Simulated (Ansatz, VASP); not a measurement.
## Ge: VASP beside Ansatz

File INCAR:

```
SYSTEM = Ge
  PREC = Accurate
  ENCUT = 520
  EDIFF = 1E-6
  ISMEAR = 0
  SIGMA = 0.25
  LREAL = .FALSE.
  LASPH = .TRUE.
  NELM = 100
  ALGO = Normal
  ISIF = 2
  LWAVE = .FALSE.
  LCHARG = .FALSE.
  NBANDS = 36
```

Contents of KPOINTS:

```
Automatic mesh
0
G
  6 6 6
  0 0 0
```

The input POSCAR:

```
Ge
1.0
    0.0000000000      2.8857400000      5.1156650000
    2.6304970000      0.0000000000      5.1156650000
    2.6304970000      2.8857400000      0.0000000000
Ge
4
Direct
    0.7818670000      0.7818670000      0.2181330000
    0.2181330000      0.2181330000      0.7818670000
    0.2735100000      0.7264900000      0.2735100000
    0.7264900000      0.2735100000      0.7264900000
```

Input for Ansatz:

```yaml
crystal:
  lattice:
    - [0.0, 2.88574, 5.115665]
    - [2.630497, 0.0, 5.115665]
    - [2.630497, 2.88574, 0.0]
  atoms:
    - { symbol: Ge, position: [0.781867, 0.781867, 0.218133] }
    - { symbol: Ge, position: [0.218133, 0.218133, 0.781867] }
    - { symbol: Ge, position: [0.27351, 0.72649, 0.27351] }
    - { symbol: Ge, position: [0.72649, 0.2735099999999999, 0.7264900000000001] }
kpoints:
  mp_grid:
    grid: [6, 6, 6]
hamiltonian:
  xc: lda
scf:
  convergence:
    dr2_threshold: 1.0e-09
  occupations:
    method: gaussian
    width: 0.25
output:
  stress: true
```

Alike in both runs: task single point; functional LDA; k mesh 6 × 6 × 6; occupations gaussian, width 0.25 eV; no spin polarisation.

|  | VASP | Ansatz |
| --- | --- | --- |
| version | VASP 6.6.1 | Ansatz 0.2.0 |
| potentials or method | VASP PAW LDA potentials, release 64 (Ge_d) | plane waves, PAW |
| plane-wave cutoff (eV) | 520 | 420 |
| valence electrons in the cell | 56 | 56 |

|  | VASP | Ansatz | Ansatz less VASP |
| --- | --- | --- | --- |
| pressure (GPa) | -5.0 | -4.9 | +0.03 |
| traceless stress, the component that is largest in VASP (GPa) | 1.11 | 1.11 | -0.001 |

LDA's correlation is that of Perdew and Zunger in VASP and of Perdew and Wang (1992) in Ansatz. Ansatz's warnings: stress scf threshold loose.
